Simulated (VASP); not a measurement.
The system is Fe.

```
CELL_PARAMETERS angstrom
2.34700 0.00000 0.00000
-1.17350 2.03256 0.00000
0.00000 0.00000 3.79700
ATOMIC_POSITIONS crystal
Fe 0.33333 0.66667 0.25000
Fe 0.66667 0.33333 0.75000
```

This isn't the form of Fe at room conditions, which is bcc.

Base run:

| Quantity | Value |
| --- | --- |
| Program | VASP 6.6.1 |
| Functional | PBEsol |
| Potentials or basis | VASP PAW PBE potentials, release 64 (Fe) |
| Cutoff | 520 eV |
| k mesh | 16 × 16 × 9 |
| Occupations | fermi-dirac, width 0.1 eV |
| Spin | collinear spin, ferromagnetic start |
| Starting moments | [4.13, 4.13] μB |
| Fixed moment | 8.4 μB |

Its results: pressure 216.5 GPa; site moments Fe +4.14 μB.

**Question.** The run is repeated on the same cell with these changes: fixed moment from 8.4 μB to 5 μB; moments at the start from [4.13, 4.13] to [2.68, 2.68]. What comes out?

**Answer.** Pressure 89.3 GPa; site moments Fe +2.45 μB.

Caveats: the cell stands under pressure; the PAW data sets were made with another functional, which shifts forces and pressure a little; the total moment is fixed, so each spin has its own Fermi level.
